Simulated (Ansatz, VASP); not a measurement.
## One calculation of HgSb, two programs

INCAR

```
ALGO = Normal ; EDIFF = 1E-6
ENCUT = 520 ; GGA = PS
ISIF = 2 ; ISMEAR = 0
LASPH = True ; LCHARG = False
LREAL = False ; LWAVE = False
NBANDS = 16 ; NELM = 80
PREC = Accurate ; SIGMA = 0.05
```

KPOINTS

```
k-points
0
Gamma
  10 10 10
```

The input POSCAR:

```
HgSb
1.0
    0.0000000000      3.2227141588      3.2227141588
    3.2227141588      0.0000000000      3.2227141588
    3.2227141588      3.2227141588      0.0000000000
Hg Sb
1 1
Direct
    0.0000000000      0.0000000000      0.0000000000
    0.2500000000      0.2500000000      0.2500000000
```

Input for Ansatz:

```yaml
crystal:
  lattice:
    - [0.0, 3.2227141588, 3.2227141588]
    - [3.2227141588, 0.0, 3.2227141588]
    - [3.2227141588, 3.2227141588, 0.0]
  atoms:
    - { symbol: Hg, position: [0.0, 0.0, 0.0] }
    - { symbol: Sb, position: [0.25, 0.25, 0.25] }
basis:
  ecutwfc: 420
  ecutrho_ratio: 4
kpoints:
  mp_grid: { grid: [10, 10, 10] }
hamiltonian:
  xc: pbesol
scf:
  occupations: { method: gaussian, width: 0.05 }
output:
  forces: true
  stress: true
  eigenvalues: true
```

Alike in both runs: task single point; functional PBEsol; k mesh 10 × 10 × 10; occupations gaussian, width 0.05 eV; no spin polarisation.

```csv
,VASP,Ansatz
version,VASP 6.6.1,Ansatz 0.2.0
potentials or method,"VASP PAW PBE potentials, release 64 (Hg, Sb), cutoff 520 eV","scalar-relativistic, plane waves, PAW"
valence electrons in the cell,17,35
```

|  | VASP | Ansatz | Ansatz less VASP |
| --- | --- | --- | --- |
| gap on the k mesh at the Fermi level (eV) | none | none | - |
| pressure (GPa) | -0.8 | -0.9 | -0.04 |

VASP's potentials were made for PBE, not for PBEsol. A gap of «none» marks a metal or a gap that the smearing closes. With one functional, cell and mesh, what is left measures potentials, basis and numerics. VASP's potentials hold 17 valence electrons a cell and Ansatz's 35, so a difference there can come from the potentials and not from the codes.

Spin-orbit coupling is off throughout.
